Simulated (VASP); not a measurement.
Input of a VASP 6.6.1 run:

Contents of POSCAR:

```
BaO
1.0
    0.0000000000      2.7718674917      2.7718674917
    2.7718674917      0.0000000000      2.7718674917
    2.7718674917      2.7718674917      0.0000000000
Ba O
1 1
Direct
    0.0000000000      0.0000000000      0.0000000000
    0.5000000000      0.5000000000      0.5000000000
```

The input INCAR.step1:

```
SYSTEM = BaO
PREC = Accurate ; ENCUT = 520
EDIFF = 1E-5 ; ISMEAR = 0
SIGMA = 0.01 ; LREAL = .False.
LASPH = .True. ; NELM = 120
ALGO = Normal ; ISIF = 2
LWAVE = .True. ; GGA = PE
NBANDS = 15 ; GGA_COMPAT = .False.
```

The input INCAR.step2:

```
SYSTEM = BaO
PREC = Accurate ; ENCUT = 520
EDIFF = 1E-6 ; ISMEAR = 0
SIGMA = 0.01 ; LREAL = .False.
LASPH = .True. ; NELM = 120
ALGO = Normal ; ISIF = 2
LWAVE = .False. ; LCHARG = .True.
GGA = PE ; LHFCALC = .True.
AEXX = 0.1 ; HFSCREEN = 0.1
PRECFOCK = Normal ; LELF = .True.
LVHAR = .True. ; ISTART = 1
NBANDS = 15 ; GGA_COMPAT = .False.
```

KPOINTS

```
regular mesh
0
Gamma
  4 4 4
  0 0 0
```

Potentials or basis: VASP PAW PBE potentials, release 64 (Ba_sv, O).

Launch:

```console
$ cat potpaw_PBE.64/Ba_sv/POTCAR potpaw_PBE.64/O/POTCAR > POTCAR
$ cp INCAR.step1 INCAR
$ mpirun -np 1 vasp_std > vasp.out
$ cp INCAR.step2 INCAR
$ mpirun -np 1 vasp_std > vasp.out
```

Estimate the band gap on the k mesh.

2.62 eV.

What does it give for the pressure?

2.1 GPa.

Caveat: the k points lie up to 0.49 Å⁻¹ apart; the PAW data sets were made with another functional, which shifts forces and pressure a little; spin-orbit coupling is left out, which moves the levels of the heavy elements. A k mesh can miss the band edges.
